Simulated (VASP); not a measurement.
Set up this calculation in VASP 6.6.1, as the native input.

```
Task                   : single point
Functional             : PBE
Dispersion             : D3(BJ)
Potentials or basis    : VASP PAW PBE potentials, release 64 (C)
Cutoff                 : 520 eV
k mesh                 : 7 × 11 × 3
Occupations            : gaussian, width 0.05 eV
Spin                   : no spin polarisation
Dipole correction      : no
Further INCAR settings : ALGO = Normal; EDIFF = 1e-06; NBANDS = 31; ISYM = 0
```

The structure of C lies in POSCAR:

```
C
1.0
    0.0000000000      1.4231666446     -3.3613878322
   -2.4649969361      0.0000000000      0.0000000000
    2.4649969361      9.9621665124      1.6806939161
C
10
Direct
    0.1335323616      0.4666382341      0.8666382341
    0.7335323616      0.6666382341      0.0666382341
    0.8335323616      0.3666382341      0.2666382341
   -0.0664676384      1.0666382341      0.4666382341
    0.0335323616      0.7666382341      0.6666382341
    0.7664676384      0.2333617659      0.1333617659
   -0.1335323615      0.9333617659      0.3333617659
   -0.0335323615      0.6333617659      0.5333617659
    0.0664676384      1.3333617659      0.7333617659
    0.1664676385      1.0333617659      0.9333617659
```

The input as run:

INCAR

```
SYSTEM = C
PREC     = Accurate       ! precision mode
ENCUT    = 520            ! plane-wave cutoff, eV
EDIFF    = 1E-6           ! SCF threshold, eV
ISMEAR   = 0              ! smearing method
SIGMA    = 0.05           ! smearing width, eV
LREAL    = .FALSE.        ! projectors in reciprocal space
LASPH    = .TRUE.         ! aspherical terms in the spheres
NELM     = 80             ! most SCF steps
ALGO     = Normal         ! electronic algorithm
ISIF     = 2              ! what is computed and relaxed
LWAVE    = .FALSE.        ! write WAVECAR
LCHARG   = .FALSE.        ! write CHGCAR
GGA      = PE             ! functional
IVDW     = 12             ! dispersion correction
NBANDS   = 31             ! bands
ISYM     = 0
```

KPOINTS

```
Automatic mesh
0
G
  7 11 3
  0 0 0
```

Potentials or basis: VASP PAW PBE potentials, release 64 (C).

Launch:

```bash
$ cat potpaw_PBE.64/C/POTCAR > POTCAR
$ mpirun -np 1 vasp_std > vasp.out
```

Results of the run:

```json
{"Pressure": "1.8 GPa", "Largest force": "1.626 eV/Å", "Band gap on the k mesh": "zero (band 20 reaches 5.15 eV, above the bottom of band 21 at 4.16 eV)", "Dispersion energy per atom": "-0.157 eV"}
```

Caveat: pairwise dispersion overbinds metals, which lowers pressure and volume; forces of over 1 eV/Å act on the atoms, so gaps and moduli don't describe the material at rest.

Wall time 3.4 min on 1 thread of AMD EPYC 9R45 96-Core Processor (Zen 5), on a shared host, peak memory 0.3 GiB.
